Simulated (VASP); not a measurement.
# Hg (Pm-3m) in VASP: further runs

Runs on Hg. Level: PBE. Tasks: single point.

All numbers are computed with VASP 6.6.1; they aren't measurements. Logs are shortened: lines on timing, memory, paths and dates and some standing lists are left out, and cuts for length are marked.

## 1. The cell of the first run

Symmetry: Pm-3m, No. 221, cubic system. Conventional cell: a = 2.727 Å, b = 2.727 Å, c = 2.727 Å, α = 90.00°, β = 90.00°, γ = 90.00°. Within 3.6 Å of Hg (site symmetry m-3m) lie 6 Hg at 2.73 Å.

## 2. Single point, PBE (volume scaled by 0.68)

Input file INCAR:

```
SYSTEM = Hg
PREC     = Accurate       ! precision mode
ENCUT    = 500            ! plane-wave cutoff, eV
EDIFF    = 1E-6           ! SCF threshold, eV
ISMEAR   = -1             ! smearing method
SIGMA    = 0.08           ! smearing width, eV
LREAL    = .False.        ! projectors in reciprocal space
LASPH    = .True.         ! aspherical terms in the spheres
NELM     = 120            ! most SCF steps
ALGO     = Normal         ! electronic algorithm
ISIF     = 2              ! what is computed and relaxed
LWAVE    = .False.        ! write WAVECAR
LCHARG   = .True.         ! write CHGCAR
GGA      = PE             ! functional
LELF     = .True.         ! ELF
LVHAR    = .True.       
NBANDS   = 12             ! bands
GGA_COMPAT= .False.
```

Input file KPOINTS:

```
Automatic mesh
0
Gamma
  12 12 12
  0 0 0
```

Input file POSCAR:

```
Hg
1.0
    2.7265712003      0.0000000000      0.0000000000
    0.0000000000      2.7265712003      0.0000000000
    0.0000000000      0.0000000000      2.7265712003
Hg
1
Direct
    0.0000000000      0.0000000000      0.0000000000
```

Potentials or basis: VASP PAW PBE potentials, release 64 (Hg).

The run is started by

```console
$ cat potpaw_PBE.64/Hg/POTCAR > POTCAR
$ mpirun -np 1 vasp_std > vasp.out
```

OUTCAR:

```text
SYSTEM = Hg
   PREC = Accurate
   ENCUT = 500
   EDIFF = 1E-6
   ISMEAR = -1
   LREAL = .False.
   LASPH = .True.
   NELM = 120
   ISIF = 2
   GGA = PE

 ion  position               nearest neighbor table
   1  0.000  0.000  0.000-

  LATTYP: Found a simple cubic cell.
 ALAT       =     2.7265712003

  Lattice vectors:

 A1 = (   2.7265712003,   0.0000000000,   0.0000000000)
 A2 = (   0.0000000000,   2.7265712003,   0.0000000000)
 A3 = (   0.0000000000,   0.0000000000,   2.7265712003)

Analysis of symmetry for initial positions (statically):
=====================================================================
 Subroutine PRICEL returns:
 Original cell was already a primitive cell.

 Routine SETGRP: Setting up the symmetry group for a
 simple cubic supercell.

 Subroutine GETGRP returns: Found 48 space group operations
 (whereof 48 operations were pure point group operations)
 out of a pool of 48 trial point group operations.

The static configuration has the point symmetry O_h .

Analysis of symmetry for dynamics (positions and initial velocities):
=====================================================================
 Subroutine PRICEL returns:
 Original cell was already a primitive cell.

 Routine SETGRP: Setting up the symmetry group for a
 simple cubic supercell.

 Subroutine GETGRP returns: Found 48 space group operations
 (whereof 48 operations were pure point group operations)
 out of a pool of 48 trial point group operations.

The dynamic configuration has the point symmetry O_h .

 Subroutine INISYM returns: Found 48 space group operations
 (whereof 48 operations are pure point group operations),
 and found     1 'primitive' translations

----------------------------------------------------------------------------------------

                                     Primitive cell

  volume of cell :      20.2698

  direct lattice vectors                    reciprocal lattice vectors
     2.726571200  0.000000000  0.000000000     0.366761007  0.000000000  0.000000000
     0.000000000  2.726571200  0.000000000     0.000000000  0.366761007  0.000000000
     0.000000000  0.000000000  2.726571200     0.000000000  0.000000000  0.366761007

  length of vectors
     2.726571200  2.726571200  2.726571200     0.366761007  0.366761007  0.366761007

  position of ions in fractional coordinates (direct lattice)
     0.000000000  0.000000000  0.000000000

  ion indices of the primitive-cell ions
   primitive index   ion index
                 1           1

----------------------------------------------------------------------------------------

 KPOINTS: Automatic mesh

Automatic generation of k-mesh.
 Grid dimensions read from file:
 generate k-points for:   12   12   12

 Generating k-lattice:

  Cartesian coordinates                     Fractional coordinates (reciprocal lattice)
     0.030563417  0.000000000  0.000000000     0.083333333  0.000000000  0.000000000
     0.000000000  0.030563417  0.000000000     0.000000000  0.083333333  0.000000000
     0.000000000  0.000000000  0.030563417     0.000000000  0.000000000  0.083333333

  Length of vectors
     0.030563417  0.030563417  0.030563417

  Shift w.r.t. Gamma in fractional coordinates (k-lattice)
     0.000000000  0.000000000  0.000000000

 Subroutine IBZKPT returns following result:
 ===========================================

 Found     84 irreducible k-points:

 Following reciprocal coordinates:
            Coordinates               Weight
  0.000000  0.000000  0.000000      1.000000
  0.083333  0.000000  0.000000      6.000000
  0.166667  0.000000  0.000000      6.000000
  0.250000  0.000000  0.000000      6.000000
  0.333333  0.000000  0.000000      6.000000
  0.416667  0.000000  0.000000      6.000000
[... 16 lines left out ...]
  0.333333  0.333333  0.000000     12.000000
  0.416667  0.333333  0.000000     24.000000
 [... further k-points ...]
   k-points           NKPTS =     84   k-points in BZ     NKDIM =     84   number of bands    NBANDS=     12
   number of dos      NEDOS =    301   number of ions     NIONS =      1
   total plane-waves  NPLWV =   8000
   dimension x,y,z NGX =    20 NGY =   20 NGZ =   20
   dimension x,y,z NGXF=    40 NGYF=   40 NGZF=   40
   ions per type =               1
   NGX,Y,Z   is equivalent  to a cutoff of  12.19, 12.19, 12.19 a.u.
   NGXF,Y,Z  is equivalent  to a cutoff of  24.39, 24.39, 24.39 a.u.
 SYSTEM =  Hg
   PREC   = accura    normal or accurate (medium, high low for compatibility)
   ISTART =      0    job   : 0-new  1-cont  2-samecut
   ICHARG =      2    charge: 1-file 2-atom 10-const
   ISPIN  =      1    spin polarized calculation?
   LNONCOLLINEAR =      F non collinear calculations
   LSORBIT =      F    spin-orbit coupling
   LASPH  =      T    aspherical Exc in radial PAW
   ENCUT  =  500.0 eV  36.75 Ry    6.06 a.u.   4.97  4.97  4.97*2*pi/ulx,y,z
   NELM   =    120;   NELMIN=  2; NELMDL= -5     # of ELM steps
   EDIFF  = 0.1E-05   stopping-criterion for ELM
   LREAL  =      F    real-space projection
   EDIFFG = 0.1E-04   stopping-criterion for IOM
   NSW    =      0    number of steps for IOM
   IBRION =     -1    ionic relax: 0-MD 1-quasi-New 2-CG
   NFREE  =      0    steps in history (QN), initial steepest desc. (CG)
   ISIF   =      2    stress and relaxation
   ISYM   =      2    0-nonsym 1-usesym 2-fastsym
   POTIM  = 0.5000    time-step for ionic-motion
   TEBEG  =    0.0;   TEEND  =   0.0 temperature during run
   PSTRESS=    0.0 pullay stress
   NELECT =      12.0000    total number of electrons
   NUPDOWN=      -1.0000    fix difference up-down
   EMIN   =  10.00;   EMAX   =-10.00  energy-range for DOS
   EFERMI =   0.00;   METHOD = LEGACY
   ISMEAR =    -1;   SIGMA  =   0.08  broadening in eV -4-tet -1-fermi 0-gaus
   EFERMI_NEDOS =   21; number of points for ismear=-14 and -15
   IALGO  =     38    algorithm
   IMIX   =      4    mixing-type and parameters
     AMIX     =   0.40;   BMIX     =  1.00
     AMIX_MAG =   1.60;   BMIX_MAG =  1.00
  volume/ion in A,a.u.               =      20.27       136.79
  Fermi-wavevector in a.u.,A,eV,Ry     =   1.374628  2.597670 25.709584  1.889601
  Thomas-Fermi vector in A             =   2.500037
   LORBIT       =      0    0 simple, 1 ext, 2 COOP (PROOUT), +10 PAW based schemes
   GGA     = PE    functional components
   LHFCALC =     F    Hartree Fock is set to
   AEXX    =    0.0000 exact exchange contribution
   IVDW    =     0    specifies the selected vdW correction
   LEPSILON=     F    determine dielectric tensor
   LRPA    =     F    only Hartree local field effects (RPA)
 non-spin polarized calculation
  energy-cutoff  :      500.00
  volume of cell :       20.27
 maximum number of plane-waves:       536
 NGX is ok and might be reduce to    20
   NGX =  9   NGY =  9   NGZ =  9

 number of electron      11.9999997 magnetization

 Free energy of the ion-electron system (eV)
  ---------------------------------------------------
  ext. energy  EPLUGINS =         0.00000000
  ---------------------------------------------------
  free energy    TOTEN  =         0.36244909 eV

  energy without entropy =        0.37118021  energy(sigma->0) =        0.36681465

 E-fermi :   4.3451     XC(G=0): -11.6171

 val. band max:        4.2194879200   @ k =   0.5000   0.3333   0.0000
 cond. band min:       4.3536826296   @ k =   0.4167   0.0833   0.0833
 fundamental gap:      0.1341947096
 Fermi energy:         4.3451086930

 k-point     1 :       0.0000    0.0000    0.0000
  band No.  band energies     occupation
      1      -6.4384      2.00000
      2      -5.4508      2.00000
      3      -5.4508      2.00000
      4      -1.8588      2.00000
      5      -1.8588      2.00000
      6      -1.8588      2.00000
      7      15.8776      0.00000
      8      15.8776      0.00000
      9      15.8776      0.00000
     10      20.4508      0.00000
     11      22.4748      0.00000
     12      22.4748      0.00000

 k-point     2 :       0.0833    0.0000    0.0000
  band No.  band energies     occupation
      1      -6.2772      2.00000
      2      -5.4301      2.00000
      3      -5.3194      2.00000
      4      -1.9468      2.00000
      5      -1.9468      2.00000
      6      -1.8515      2.00000
      7      14.3708      0.00000
      8      16.1338      0.00000
      9      16.1338      0.00000
     10      21.0571      0.00000
     11      22.2424      0.00000
     12      23.6138      0.00000

 k-point     3 :       0.1667    0.0000    0.0000
  band No.  band energies     occupation
      1      -5.9150      2.00000
      2      -5.3728      2.00000
      3      -4.8253      2.00000
      4      -2.1798      2.00000
      5      -2.1798      2.00000
      6      -1.8316      2.00000
      7      11.7505      0.00000
      8      16.8616      0.00000
      9      16.8616      0.00000
     10      21.3627      0.00000
     11      21.6340      0.00000
     12      26.6109      0.00000

 k-point     4 :       0.2500    0.0000    0.0000
  band No.  band energies     occupation
      1      -5.5742      2.00000
      2      -5.2933      2.00000
      3      -3.8115      2.00000
      4      -2.4819      2.00000
      5      -2.4819      2.00000
      6      -1.8043      2.00000
      7       9.0591      0.00000
      8      17.9542      0.00000
      9      17.9542      0.00000
     10      20.8614      0.00000
     11      21.4627      0.00000
     12      29.9448      0.00000

 k-point     5 :       0.3333    0.0000    0.0000
  band No.  band energies     occupation
      1      -5.3052      2.00000
      2      -5.2123      2.00000
      3      -2.7678      2.00000
      4      -2.7678      2.00000
      5      -2.3318      2.00000
      6      -1.7769      2.00000
      7       6.4662      0.00000
      8      19.2551      0.00000
      9      19.2551      0.00000
     10      20.1475      0.00000
     11      21.4514      0.00000
     12      28.4490      0.00000
[... 228 lines left out ...]
      1      -4.9363      2.00000
      2      -4.2747      2.00000
      3      -3.2356      2.00000
      4      -2.8724      2.00000
      5      -2.3312      2.00000
      6       0.6927      2.00000
      7       5.3471      0.00001
      8      13.1632      0.00000
      9      17.1214      0.00000
     10      21.7464      0.00000
     11      22.9506      0.00000
     12      26.3830      0.00000

 k-point    22 :       0.5000    0.2500    0.0000
  band No.  band energies     occupation
      1      -4.9022      2.00000
      2      -4.3374      2.00000
      3      -3.1930      2.00000
      4      -2.9412      2.00000
      5      -2.3209      2.00000
      6       2.6034      2.00000
      7       3.2159      2.00000
      8      14.0528      0.00000
      9      16.0145      0.00000
     10      21.6140      0.00000
     11      23.8940      0.00000
     12      25.9996      0.00000

 k-point    23 :       0.3333    0.3333    0.0000
  band No.  band energies     occupation
      1      -4.9168      2.00000
      2      -4.4597      2.00000
      3      -2.6594      2.00000
      4      -2.6055      2.00000
      5      -2.6050      2.00000
      6      -0.1481      2.00000
      7       8.0316      0.00000
      8      10.1378      0.00000
      9      16.9895      0.00000
     10      22.4099      0.00000
     11      22.8879      0.00000
     12      25.6399      0.00000

 k-point    24 :       0.4167    0.3333    0.0000
  band No.  band energies     occupation
      1      -4.8336      2.00000
      2      -4.7098      2.00000
      3      -2.8241      2.00000
      4      -2.5979      2.00000
      5      -2.1865      2.00000
      6       1.4955      2.00000
      7       6.0880      0.00000
      8      10.6391      0.00000
      9      15.2311      0.00000
     10      22.5669      0.00000
     11      24.3592      0.00000
     12      25.1726      0.00000

 [... further k-points ...]

------------------------ aborting loop because EDIFF is reached ----------------------------------------

  FORCE on cell =-STRESS in cart. coord.  units (eV):
  Direction    XX          YY          ZZ          XY          YZ          ZX
  --------------------------------------------------------------------------------------
  -------------------------------------------------------------------------------------
  Total        3.6652537      3.6652537      3.6652537      0.0000000      0.0000000     -0.0000000
  in kB      289.7104026    289.7104026    289.7104026      0.0000000      0.0000000     -0.0000000
  external PRESSURE =     289.7104026 kB  Pullay stress =       0.0000000 kB

 VOLUME and BASIS-vectors are now :
 -----------------------------------------------------------------------------
  energy-cutoff  :      500.00
  volume of cell :       20.27
      direct lattice vectors                 reciprocal lattice vectors
     2.726571200  0.000000000  0.000000000     0.366761007  0.000000000  0.000000000
     0.000000000  2.726571200  0.000000000     0.000000000  0.366761007  0.000000000
     0.000000000  0.000000000  2.726571200     0.000000000  0.000000000  0.366761007

 POSITION                                       TOTAL-FORCE (eV/Angst)
 -----------------------------------------------------------------------------------
      0.00000      0.00000      0.00000         0.000000      0.000000      0.000000
 -----------------------------------------------------------------------------------
    total drift:                                0.000000      0.000000      0.000000

  FREE ENERGIE OF THE ION-ELECTRON SYSTEM (eV)
  ---------------------------------------------------
  free  energy   TOTEN  =         0.3624490867 eV

  energy  without entropy=        0.3711802101  energy(sigma->0) =        0.36681465
```

Run time: 18 s. Hardware: 1 thread of Intel Xeon 8259CL, shared host; peak memory 0.14 GiB.

What came out:

```yaml
Free_energy: 0.3624 eV
Pressure: 29.0 GPa
Band_gap_on_the_k_mesh: zero (band 6 reaches 9.88 eV, above the bottom of band 7 at 2.14 eV)
```

Caveat: spin-orbit coupling is left out, which moves the levels of the heavy elements.

(Part 1 of 3 ends here.)
